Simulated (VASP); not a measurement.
# AlGaN2 (P-4m2) in VASP: a series of runs, part 2 of 2

VASP 6.6.1. Earlier steps stand in the parts before.

## 3. Single point, LDA

File INCAR:

```
SYSTEM = AlGaN2
PREC = Accurate ; ENCUT = 520
EDIFF = 1E-6 ; ISMEAR = 0
SIGMA = 0.02 ; LREAL = .FALSE.
LASPH = .TRUE. ; NELM = 80
ALGO = Normal ; ISIF = 2
LWAVE = .FALSE. ; LCHARG = .FALSE.
NBANDS = 21
```

File KPOINTS:

```
regular mesh
0
G
  8 8 6
  0 0 0
```

File POSCAR:

```
AlGaN2
1.0
    3.1152864669      0.0000000000      0.0000000000
    0.0000000000      3.1152864669      0.0000000000
    0.0000000000      0.0000000000      4.6473900128
Al Ga N
1 1 2
Direct
    0.5000000000      0.5000000000      0.5000000000
    0.0000000000      0.0000000000      0.0000000000
    0.5000000000      0.0000000000      0.7409243952
    0.0000000000      0.5000000000      0.2590756048
```

Potentials or basis: VASP PAW LDA potentials, release 64 (Al, Ga_d, N).

Command:

```sh
cat potpaw_LDA.64/Al/POTCAR potpaw_LDA.64/Ga_d/POTCAR potpaw_LDA.64/N/POTCAR > POTCAR
mpirun -np 1 vasp_std > vasp.out
```

OUTCAR:

```text
SYSTEM = AlGaN2
   PREC = Accurate
   ENCUT = 520
   EDIFF = 1E-6
   ISMEAR = 0
   LREAL = .FALSE.
   LASPH = .TRUE.
   NELM = 80
   ISIF = 2

 ion  position               nearest neighbor table
   1  0.500  0.500  0.500-   3 1.92   4 1.92   3 1.92   4 1.92
   2  0.000  0.000  0.000-   3 1.97   4 1.97   4 1.97   3 1.97
   3  0.500  0.000  0.741-   1 1.92   1 1.92   2 1.97   2 1.97
   4  0.000  0.500  0.259-   1 1.92   1 1.92   2 1.97   2 1.97

  LATTYP: Found a simple tetragonal cell.
 ALAT       =     3.1152864669
 C/A-ratio  =     1.4918018173

  Lattice vectors:

 A1 = (   3.1152864669,   0.0000000000,   0.0000000000)
 A2 = (   0.0000000000,   3.1152864669,   0.0000000000)
 A3 = (   0.0000000000,   0.0000000000,   4.6473900128)

Analysis of symmetry for initial positions (statically):
=====================================================================
 Subroutine PRICEL returns:
 Original cell was already a primitive cell.

 Routine SETGRP: Setting up the symmetry group for a
 simple tetragonal supercell.

 Subroutine GETGRP returns: Found  8 space group operations
 (whereof  8 operations were pure point group operations)
 out of a pool of 16 trial point group operations.

The static configuration has the point symmetry D_2d.

Analysis of symmetry for dynamics (positions and initial velocities):
=====================================================================
 Subroutine PRICEL returns:
 Original cell was already a primitive cell.

 Routine SETGRP: Setting up the symmetry group for a
 simple tetragonal supercell.

 Subroutine GETGRP returns: Found  8 space group operations
 (whereof  8 operations were pure point group operations)
 out of a pool of 16 trial point group operations.

The dynamic configuration has the point symmetry D_2d.
[... 118 lines left out ...]
   ISMEAR =     0;   SIGMA  =   0.02  broadening in eV -4-tet -1-fermi 0-gaus
   EFERMI_NEDOS =   21; number of points for ismear=-14 and -15
   IALGO  =     38    algorithm
   IMIX   =      4    mixing-type and parameters
     AMIX     =   0.40;   BMIX     =  1.00
     AMIX_MAG =   1.60;   BMIX_MAG =  1.00
  volume/ion in A,a.u.               =      11.28        76.09
  Fermi-wavevector in a.u.,A,eV,Ry     =   1.362482  2.574718 25.257289  1.856358
  Thomas-Fermi vector in A             =   2.488968
   LORBIT       =      0    0 simple, 1 ext, 2 COOP (PROOUT), +10 PAW based schemes
   GGA     = CA    functional components
   LHFCALC =     F    Hartree Fock is set to
   AEXX    =    0.0000 exact exchange contribution
   IVDW    =     0    specifies the selected vdW correction
   LEPSILON=     F    determine dielectric tensor
   LRPA    =     F    only Hartree local field effects (RPA)
 non-spin polarized calculation
 Gauss-broadening in eV      SIGMA  =   0.02
  energy-cutoff  :      520.00
  volume of cell :       45.10
 maximum number of plane-waves:      1248
 NGX is ok and might be reduce to    24

 number of electron      25.9999987 magnetization

 Free energy of the ion-electron system (eV)
  ---------------------------------------------------
  ext. energy  EPLUGINS =         0.00000000
  ---------------------------------------------------
  free energy    TOTEN  =       -30.19439062 eV

  energy without entropy =      -30.19439062  energy(sigma->0) =      -30.19439062

 E-fermi :   5.3283     XC(G=0): -11.5656

 val. band max:        5.1572847477   @ k =   0.0000   0.0000   0.0000
 cond. band min:       7.6910965524   @ k =   0.0000   0.0000   0.0000
 fundamental gap:      2.5338118046
 Fermi energy:         5.3283342035

 k-point     1 :       0.0000    0.0000    0.0000
  band No.  band energies     occupation
      1     -10.0599      2.00000
      2      -8.9184      2.00000
      3      -8.0222      2.00000
      4      -8.0222      2.00000
      5      -7.9830      2.00000
      6      -7.8572      2.00000
[... 565 lines left out ...]
     20      16.9218      0.00000
     21      17.1258      0.00000

 [... further k-points ...]

------------------------ aborting loop because EDIFF is reached ----------------------------------------

  FORCE on cell =-STRESS in cart. coord.  units (eV):
  Direction    XX          YY          ZZ          XY          YZ          ZX
  --------------------------------------------------------------------------------------
  -------------------------------------------------------------------------------------
  Total       -2.0227791     -2.0227791     -4.4997016      0.0000000      0.0000000     -0.0000000
  in kB      -71.8544954    -71.8544954   -159.8413732      0.0000000      0.0000000     -0.0000000
  external PRESSURE =    -101.1834547 kB  Pullay stress =       0.0000000 kB

 VOLUME and BASIS-vectors are now :
 -----------------------------------------------------------------------------
  energy-cutoff  :      520.00
  volume of cell :       45.10
      direct lattice vectors                 reciprocal lattice vectors
     3.115286467  0.000000000  0.000000000     0.320997767  0.000000000  0.000000000
     0.000000000  3.115286467  0.000000000     0.000000000  0.320997767  0.000000000
     0.000000000  0.000000000  4.647390013     0.000000000  0.000000000  0.215174538

 POSITION                                       TOTAL-FORCE (eV/Angst)
 -----------------------------------------------------------------------------------
      1.55764      1.55764      2.32370         0.000000      0.000000      0.000000
      0.00000      0.00000      0.00000        -0.000000     -0.000000      0.000000
      1.55764      0.00000      3.44336         0.000000     -0.000000     -0.030430
      0.00000      1.55764      1.20403         0.000000     -0.000000      0.030430
 -----------------------------------------------------------------------------------
    total drift:                                0.000000      0.000000     -0.000000

  FREE ENERGIE OF THE ION-ELECTRON SYSTEM (eV)
  ---------------------------------------------------
  free  energy   TOTEN  =       -30.1943906240 eV

  energy  without entropy=      -30.1943906240  energy(sigma->0) =      -30.19439062
```

OSZICAR:

```text
N       E                     dE             d eps       ncg     rms          rms(c)
DAV:   1     0.171931917955E+03    0.17193E+03   -0.12934E+04  2793   0.180E+03
DAV:   2    -0.135188649737E+02   -0.18545E+03   -0.17351E+03  2809   0.416E+02
DAV:   3    -0.341614771328E+02   -0.20643E+02   -0.20397E+02  2939   0.106E+02
DAV:   4    -0.347063005524E+02   -0.54482E+00   -0.54398E+00  3066   0.184E+01
DAV:   5    -0.347154799098E+02   -0.91794E-02   -0.91787E-02  2897   0.227E+00    0.113E+01
DAV:   6    -0.302751882420E+02    0.44403E+01   -0.14624E+01  3920   0.499E+01    0.393E+00
DAV:   7    -0.302570262179E+02    0.18162E-01   -0.89959E-01  2685   0.786E+00    0.263E+00
DAV:   8    -0.302089448731E+02    0.48081E-01   -0.22800E-01  2958   0.426E+00    0.112E+00
DAV:   9    -0.301941899109E+02    0.14755E-01   -0.41842E-02  3333   0.291E+00    0.419E-01
DAV:  10    -0.301944124856E+02   -0.22257E-03   -0.62614E-03  2934   0.522E-01    0.111E-01
DAV:  11    -0.301943976849E+02    0.14801E-04   -0.16598E-04  3545   0.165E-01    0.311E-02
DAV:  12    -0.301943902416E+02    0.74433E-05   -0.43835E-05  3582   0.790E-02    0.108E-02
DAV:  13    -0.301943906240E+02   -0.38238E-06   -0.25883E-06  2822   0.126E-02
   1 F= -.30194391E+02 E0= -.30194391E+02  d E =-.100641E-35
```

stdout:

```text
POSCAR found type information on POSCAR AlGaN
 POSCAR found :  3 types and       4 ions
 scaLAPACK will be used
 LDA part: xc-table for (Slater(with rela. corr.)+CA(PZ))
 , standard interpolation
 POSCAR, INCAR and KPOINTS ok, starting setup
 FFT: planning ... GRIDC
 FFT: planning ... GRID_SOFT
 FFT: planning ... GRID
 WAVECAR not read
 entering main loop
```

It took 23 s on 1 thread of AMD EPYC 9R45 (Zen 5), shared host; peak memory 0.15 GiB.

Results:

```
Free energy            : -30.1944 eV
Pressure               : -10.1 GPa
Largest force          : 0.030 eV/Å
Band gap on the k mesh : 2.53 eV, direct
```

Forces in eV/Å, atoms in the order of the input:
```
Al   0.000  0.000  0.000
Ga   0.000  0.000  0.000
N    0.000  0.000 -0.030
N    0.000  0.000  0.030
```

Stress tensor (GPa, compression positive):
```
 -7.19   0.00   0.00
  0.00  -7.19   0.00
  0.00   0.00 -15.98
```

Levels at points of the mesh, in eV from the valence-band top:
```
           k point  band 9  band 10  band 11  band 12  band 13  band 14  band 15  band 16  band 17  band 18
(0.00, 0.00, 0.00)   -2.05    -2.05    -0.44     0.00     0.00     2.53     3.55     7.77    10.72    10.72
(0.50, 0.00, 0.00)   -4.55    -3.19    -3.17    -0.80    -0.52     6.74     6.97     8.10     8.31     9.17
(0.50, 0.50, 0.00)   -4.80    -2.47    -2.44    -2.44    -2.41     3.04     3.04     5.61     8.11    12.09
(0.00, 0.00, 0.50)   -2.89    -1.38    -1.38    -0.87    -0.87     4.93     4.94     7.49     9.15    10.70
(0.50, 0.00, 0.50)   -6.15    -1.12    -0.97    -0.78    -0.43     4.67     6.05     8.82     9.10     9.66
(0.50, 0.50, 0.50)   -4.31    -3.89    -3.24    -3.21    -3.21     5.63     5.63     8.17     9.76     9.76
```

As with any semilocal functional, this LDA gap is likely too small.

## 4. Relaxation of cell and atoms, LDA

This run uses another cell than the first one, of 10.91 Å³/atom, 0.968 times its volume.

File INCAR:

```
ALGO     = Normal         # electronic algorithm
EDIFF    = 1E-6           # SCF threshold, eV
EDIFFG   = -0.005         # ionic threshold
ENCUT    = 600            # plane-wave cutoff, eV
GGA      = CA             # functional
IBRION   = 2              # ionic algorithm
ISIF     = 3              # what is computed and relaxed
ISMEAR   = 0              # smearing method
LASPH    = True           # aspherical terms in the spheres
LCHARG   = False          # write CHGCAR
LREAL    = False          # projectors in reciprocal space
LWAVE    = False          # write WAVECAR
NELM     = 60             # most SCF steps
NSW      = 100            # ionic steps
PREC     = Accurate       # precision mode
SIGMA    = 0.02           # smearing width, eV
```

File KPOINTS:

```
k-points
0
Gamma
  8 8 6
```

File POSCAR:

```
AlGaN2
1.0
    3.1408770487      0.0000000000      0.0000000000
    0.0000000000      3.1408770487      0.0000000000
    0.0000000000      0.0000000000      4.4238379400
Al Ga N
1 1 2
Direct
    0.5000000000      0.5000000000      0.5000000000
    0.0000000000      0.0000000000      0.0000000000
    0.5000000000      0.0000000000      0.7382648100
    0.0000000000      0.5000000000      0.2617351900
```

Potentials or basis: VASP PAW LDA potentials, release 64 (Al, Ga_d, N).

Command:

```sh
cat potpaw_LDA.64/Al/POTCAR potpaw_LDA.64/Ga_d/POTCAR potpaw_LDA.64/N/POTCAR > POTCAR
mpirun -np 1 vasp_std > vasp.out
```

OUTCAR:

```text
EDIFF = 1E-6
   EDIFFG = -0.005
   ENCUT = 600
   GGA = CA
   IBRION = 2
   ISIF = 3
   ISMEAR = 0
   LASPH = True
   LREAL = False
   NELM = 60
   NSW = 100
   PREC = Accurate

 ion  position               nearest neighbor table
   1  0.500  0.500  0.500-   3 1.89   4 1.89   3 1.89   4 1.89   2 3.13   2 3.13   2 3.13   2 3.13
                             2 3.13   2 3.13   2 3.13   2 3.13
   2  0.000  0.000  0.000-   3 1.95   4 1.95   4 1.95   3 1.95   1 3.13   1 3.13   1 3.13   1 3.13
                             1 3.13   1 3.13   1 3.13   1 3.13
   3  0.500  0.000  0.738-   1 1.89   1 1.89   2 1.95   2 1.95
   4  0.000  0.500  0.262-   1 1.89   1 1.89   2 1.95   2 1.95

  LATTYP: Found a simple tetragonal cell.
 ALAT       =     3.1408770487
 C/A-ratio  =     1.4084721788

  Lattice vectors:

 A1 = (   3.1408770487,   0.0000000000,   0.0000000000)
 A2 = (   0.0000000000,   3.1408770487,   0.0000000000)
 A3 = (   0.0000000000,   0.0000000000,   4.4238379400)

Analysis of symmetry for initial positions (statically):
=====================================================================
 Subroutine PRICEL returns:
 Original cell was already a primitive cell.

 Routine SETGRP: Setting up the symmetry group for a
 simple tetragonal supercell.
[... 176 lines left out ...]

  FORCE on cell =-STRESS in cart. coord.  units (eV):
  Direction    XX          YY          ZZ          XY          YZ          ZX
  --------------------------------------------------------------------------------------
  -------------------------------------------------------------------------------------
  Total       -1.1451150     -1.1451150     -1.1956281      0.0000000      0.0000000     -0.0000000
  in kB      -42.0396025    -42.0396025    -43.8940456      0.0000000      0.0000000     -0.0000000
  external PRESSURE =     -42.6577502 kB  Pullay stress =       0.0000000 kB
[... 291 lines left out ...]
--------------------------------------- Ionic step        9  -------------------------------------------

 number of electron      26.0000000 magnetization

 Free energy of the ion-electron system (eV)
  ---------------------------------------------------
  ext. energy  EPLUGINS =         0.00000000
  ---------------------------------------------------
  free energy    TOTEN  =       -30.31788595 eV

  energy without entropy =      -30.31788595  energy(sigma->0) =      -30.31788595

 E-fermi :   5.7540     XC(G=0): -11.8288

 val. band max:        5.6197297011   @ k =   0.0000   0.0000   0.0000
 cond. band min:       8.6573070849   @ k =   0.0000   0.0000   0.0000
 fundamental gap:      3.0375773839
 Fermi energy:         5.7539647448

 k-point     1 :       0.0000    0.0000    0.0000
  band No.  band energies     occupation
      1      -9.9052      2.00000
      2      -8.4880      2.00000
      3      -7.4716      2.00000
      4      -7.4716      2.00000
      5      -7.4251      2.00000
      6      -7.2511      2.00000
[... 457 lines left out ...]
      4      -7.3583      2.00000
      5      -7.3564      2.00000
      6      -6.5876      2.00000
[... 9 lines left out ...]
     16      13.6776      0.00000
     17      14.3620      0.00000

 [... further k-points ...]
[... 5 lines left out ...]
  --------------------------------------------------------------------------------------
  -------------------------------------------------------------------------------------
  Total        0.0165705      0.0165705      0.0105728      0.0000000      0.0000000     -0.0000000
  in kB        0.6216724      0.6216724      0.3966582      0.0000000      0.0000000     -0.0000000
  external PRESSURE =       0.5466677 kB  Pullay stress =       0.0000000 kB
[... 19 lines left out ...]
  FREE ENERGIE OF THE ION-ELECTRON SYSTEM (eV)
  ---------------------------------------------------
  free  energy   TOTEN  =       -30.3178859454 eV

  energy  without entropy=      -30.3178859454  energy(sigma->0) =      -30.31788595

 reached required accuracy - stopping structural energy minimisation
```

OSZICAR:

```text
N       E                     dE             d eps       ncg     rms          rms(c)
DAV:   1     0.176342747072E+03    0.17634E+03   -0.14719E+04  2144   0.244E+03
DAV:   2    -0.175252759846E+02   -0.19387E+03   -0.18825E+03  2416   0.431E+02
DAV:   3    -0.346115765002E+02   -0.17086E+02   -0.16988E+02  2531   0.118E+02
[... 61 lines left out ...]
       N       E                     dE             d eps       ncg     rms          rms(c)
DAV:   1    -0.303179151120E+02   -0.33738E-04   -0.48903E-04  2782   0.568E-01    0.333E-02
DAV:   2    -0.303178915512E+02    0.23561E-04   -0.63005E-05  2688   0.228E-01    0.139E-02
DAV:   3    -0.303178868308E+02    0.47204E-05   -0.62016E-06  2618   0.934E-02    0.454E-03
DAV:   4    -0.303178859454E+02    0.88544E-06   -0.11385E-06  1081   0.186E-02
   9 F= -.30317886E+02 E0= -.30317886E+02  d E =-.489179E-05
```

CONTCAR:

```text
AlGaN2
   1.00000000000000
     3.1189479643707338    0.0000000000000000   -0.0000000000000000
     0.0000000000000000    3.1189479643707338    0.0000000000000000
     0.0000000000000000    0.0000000000000000    4.3900467133791006
  Al              Ga              N
     1     1     2
Direct
     0.5000000000000000    0.5000000000000000    0.5000000000000000
     0.0000000000000000    0.0000000000000000    0.0000000000000000
     0.5000000000000000    0.0000000000000000    0.7398067518725012
     0.0000000000000000    0.5000000000000000    0.2601932481274989

  0.00000000E+00  0.00000000E+00  0.00000000E+00
  0.00000000E+00  0.00000000E+00  0.00000000E+00
  0.00000000E+00  0.00000000E+00  0.00000000E+00
  0.00000000E+00  0.00000000E+00  0.00000000E+00
```

Run time: 1.8 min. Hardware: 1 thread of AMD EPYC 9R45 (Zen 5), shared host; peak memory 0.17 GiB.

What came out:

```
Free energy                            : -30.3179 eV
Relaxed volume                         : 10.68 Å³/atom
Relaxed cell                           : a = 3.119 Å, b = 3.119 Å, c = 4.390 Å, α = 90.00°, β = 90.00°, γ = 90.00°
Space group after relaxing (to 0.05 Å) : P-4m2 (No. 115)
Energy gained by relaxing              : 3.5 meV/atom
Ionic steps                            : 9
Pressure after relaxing                : 0.1 GPa
Band gap on the k mesh                 : 3.04 eV, direct
```

Step by step:
```
step  energy change (eV)  largest force (eV/Å)  pressure (GPa)  volume (Å³)
   1              0.0000                0.1699           -4.27        43.64
   2             -0.0019                0.0435            4.47        41.83
   3             -0.0137                0.0650            0.05        42.69
   4             -0.0137                0.0626            0.16        42.67
   5             -0.0139                0.0126            0.01        42.69
   6             -0.0139                0.0004            0.14        42.69
   7             -0.0139                0.0025            0.10        42.69
   8             -0.0139                0.0005           -0.10        42.72
   9             -0.0139                0.0009            0.05        42.71
```

Final structure:
```
Al Ga N
1.0
     3.11895    0.00000    0.00000
     0.00000    3.11895    0.00000
     0.00000    0.00000    4.39005
Al Ga N
1 1 2
Direct
  0.50000 0.50000 0.50000
  0.00000 0.00000 0.00000
  0.50000 0.00000 0.73981
  0.00000 0.50000 0.26019
```

A k mesh can miss the band edges.

## 5. Single point, LDA

This run uses another cell than the first one: it holds 8 atoms, not 4.

File INCAR:

```
SYSTEM = AlGaN2
PREC = Accurate ; ENCUT = 520
EDIFF = 1E-6 ; ISMEAR = 0
SIGMA = 0.01 ; LREAL = .FALSE.
LASPH = .TRUE. ; NELM = 80
ALGO = Normal ; ISIF = 2
LWAVE = .FALSE. ; LCHARG = .FALSE.
GGA = CA ; NBANDS = 36
```

File KPOINTS:

```
regular mesh
0
G
  8 8 8
  0 0 0
```

File POSCAR:

```
AlGaN2
1.0
    0.0000000000      0.0000000000      4.3843301977
   -3.1152864675      3.1152864675      0.0000000000
   -3.1152864675     -3.1152864675      0.0000000000
Al Ga N
2 2 4
Direct
    0.5000000000      0.5000000000      1.0000000000
    0.5000000000      0.0000000000      0.5000000000
    0.0000000000      0.0000000000      0.0000000000
    0.0000000000      0.5000000000      0.5000000000
    0.7400513251      0.2500000000      0.2500000000
    0.7400513251      0.7500000000      0.7500000000
    0.2599486749      0.7500000000      0.2500000000
    0.2599486749      0.2500000000      0.7500000000
```

Command:

```sh
cat potpaw_LDA.64/Al/POTCAR potpaw_LDA.64/Ga_d/POTCAR potpaw_LDA.64/N/POTCAR > POTCAR
mpirun -np 1 vasp_std > vasp.out
```

It took 2.3 min on 1 thread of AMD EPYC 9R45 (Zen 5), shared host; peak memory 0.27 GiB.

The run converged. Its results:

- Free energy: -60.6310 eV
- Pressure: 0.9 GPa
- Largest force: 0.030 eV/Å
- Band gap on the k mesh: 3.07 eV

Forces in eV/Å, atoms in the order of the input:
```
Al   0.000  0.000  0.000
Al   0.000  0.000  0.000
Ga   0.000  0.000  0.000
Ga   0.000  0.000  0.000
N    0.000  0.000 -0.030
N    0.000  0.000 -0.030
N    0.000  0.000  0.030
N    0.000  0.000  0.030
```

Levels at points of the mesh, in eV from the valence-band top:
```
           k point  band 23  band 24  band 25  band 26  band 27  band 28  band 29  band 30
(0.00, 0.00, 0.00)    -2.32    -0.22     0.00     0.00     3.07     3.24     3.24     3.49
(0.50, 0.00, 0.00)    -1.62    -1.62    -1.03    -1.03     5.31     5.44     6.16     6.16
(0.00, 0.50, 0.00)    -1.34    -1.34    -1.27    -1.27     5.26     5.26     6.08     6.08
(0.50, 0.50, 0.00)    -0.97    -0.97    -0.65    -0.65     7.12     7.12     7.56     7.56
(0.00, 0.50, 0.50)    -1.00    -1.00    -0.73    -0.73     7.18     7.18     7.27     7.27
(0.50, 0.50, 0.50)    -0.62    -0.62    -0.60    -0.60     5.33     5.33     6.68     6.68
```

## 6. Overview

```tsv
task	cell	k mesh	cutoff (eV)	smearing	gap on the mesh (eV)	pressure (GPa)	largest force (eV/Å)
single point	a = 3.115, b = 3.115, c = 4.647 Å, 4 atoms	8 × 8 × 6	520	gaussian 0.02 eV	2.53	-10.1	0.03
relaxation of cell and atoms	relaxed from a = 3.141, b = 3.141, c = 4.424 Å, 4 atoms	8 × 8 × 6	600	gaussian 0.02 eV	3.04	0.1	-
single point	a = 4.384, b = 4.406, c = 4.406 Å, 8 atoms	8 × 8 × 8	520	gaussian 0.01 eV	3.07	0.9	0.03
```

Alike in all rows: level LDA; potentials or basis VASP PAW LDA potentials, release 64 (Al, Ga_d, N); no spin polarisation.

Absolute energies hang on the potentials; compare differences alone.
